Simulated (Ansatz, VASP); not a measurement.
# One calculation of Zr, two programs

File INCAR:

```
SYSTEM = Zr
PREC = Accurate
ENCUT = 500
EDIFF = 1E-6
ISMEAR = -1
SIGMA = 0.1
LREAL = .FALSE.
LASPH = .TRUE.
NELM = 120
ALGO = Normal
ISIF = 2
LWAVE = .FALSE.
LCHARG = .FALSE.
GGA = PE
NBANDS = 19
GGA_COMPAT = .FALSE.
```

The input KPOINTS:

```
regular mesh
0
G
  14 14 14
  0 0 0
```

The input POSCAR:

```
Zr
1.0
   -2.4577587965      2.4577587965      1.3676797995
    2.4577587965     -2.4577587965      1.3676797995
    2.4577587965      2.4577587965     -1.3676797995
Zr
2
Direct
   -0.3750000000     -0.1250000000     -0.2500000000
    0.3750000000      0.1250000000      0.2500000000
```

Input for Ansatz:

```yaml
crystal:
  lattice:
    - [-2.4577587965, 2.4577587965, 1.3676797995]
    - [2.4577587965, -2.4577587965, 1.3676797995]
    - [2.4577587965, 2.4577587965, -1.3676797995]
  atoms:
    - { symbol: Zr, position: [-0.375, -0.125, -0.25] }
    - { symbol: Zr, position: [0.375, 0.125, 0.25] }
kpoints:
  mp_grid: { grid: [14, 14, 14] }
scf:
  occupations: { method: fermi_dirac, width: 0.1 }
hamiltonian:
  xc: pbe
  pseudopotentials: { kind: paw }
output:
  forces: true
  stress: true
  eigenvalues: true
  populations: true
```

Change from the starting cell: volume scaled by 0.7, PAW files.

Alike in both runs: task single point; functional PBE; k mesh 14 × 14 × 14; occupations fermi-dirac, width 0.1 eV; no spin polarisation.

|  | VASP | Ansatz |
| --- | --- | --- |
| version | VASP 6.6.1 | Ansatz 0.2.0 |
| potentials or method | VASP PAW PBE potentials, release 64 (Zr_sv) | PAW with Ansatz's default frozen-core files, scalar-relativistic |
| plane-wave cutoff (eV) | 500 | 420 |
| valence electrons in the cell | 24 | 24 |

VASP gave:

```
pressure (GPa)                                                : 53.7
traceless stress, the component that is largest in VASP (GPa) : -0.19
```

What did Ansatz give for the same quantities?

Pressure (GPa): 53.3; traceless stress, the component that is largest in VASP (GPa): -0.01.

Both programs put the cell under a high pressure, so it lies far from rest at this level.
